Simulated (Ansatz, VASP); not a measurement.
# Two plane-wave programs on KF

```
K F
1.0
     0.00000    2.93540    2.93540
     2.93540    0.00000    2.93540
     2.93540    2.93540    0.00000
K F
1 1
Direct
  0.00000 0.00000 0.00000
  0.25000 0.25000 0.25000
```

Alike in both runs: task single point; functional PBE-based global hybrid with a share of 0.05 of exact exchange; k mesh 4 × 4 × 4; no spin polarisation.

|  | VASP | Ansatz |
| --- | --- | --- |
| version | VASP 6.6.1 | Ansatz 0.2.0 |
| potentials or method | VASP PAW PBE potentials, release 64 (K_sv, F) | plane waves |
| plane-wave cutoff (eV) | 520 | 420 |
| occupations | gaussian, width 0.01 eV | fixed |
| valence electrons in the cell | 16 | 16 |

Ansatz gave:

| Quantity | Value |
| --- | --- |
| gap on the k mesh at the Fermi level (eV) | 5.69 |
| pressure (GPa) | 0.8 |

Q: Estimate VASP's values.

A: gap on the k mesh at the Fermi level (eV): 5.68; pressure (GPa): 0.9.

VASP's potentials were made for PBE, not for PBE-based global hybrid. Ansatz's warnings: stress exchange threshold loose, stress scf threshold loose.

The k mesh is coarse, so the values compare programs but aren't converged.
